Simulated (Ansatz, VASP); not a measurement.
Zr: VASP beside Ansatz

```
CELL_PARAMETERS angstrom
5.11716 0.00000 0.00000
-2.55858 4.43159 0.00000
0.00000 0.00000 3.19740
ATOMIC_POSITIONS crystal
Zr 0.00000 0.00000 0.00000
Zr 0.33333 0.66667 0.50000
Zr 0.66667 0.33333 0.50000
```

Alike in both runs: task single point; functional LDA; k mesh 8 × 8 × 12; occupations fermi-dirac, width 0.1 eV; no spin polarisation.

|  | VASP | Ansatz |
| --- | --- | --- |
| version | VASP 6.6.1 | Ansatz 0.2.0 |
| potentials or method | VASP PAW LDA potentials, release 64 (Zr_sv), cutoff 520 eV | plane waves (420 eV) with PAW, scalar-relativistic |
| valence electrons in the cell | 36 | 36 |

|  | VASP | Ansatz | Ansatz less VASP |
| --- | --- | --- | --- |
| pressure (GPa) | -9.9 | -9.9 | -0.07 |
| traceless stress, the component that is largest in VASP (GPa) | -0.08 | -0.07 | +0.012 |

Ansatz warns that its potentials were made for another functional, while VASP's fit it. LDA's correlation is that of Perdew and Zunger in VASP and of Perdew and Wang (1992) in Ansatz.
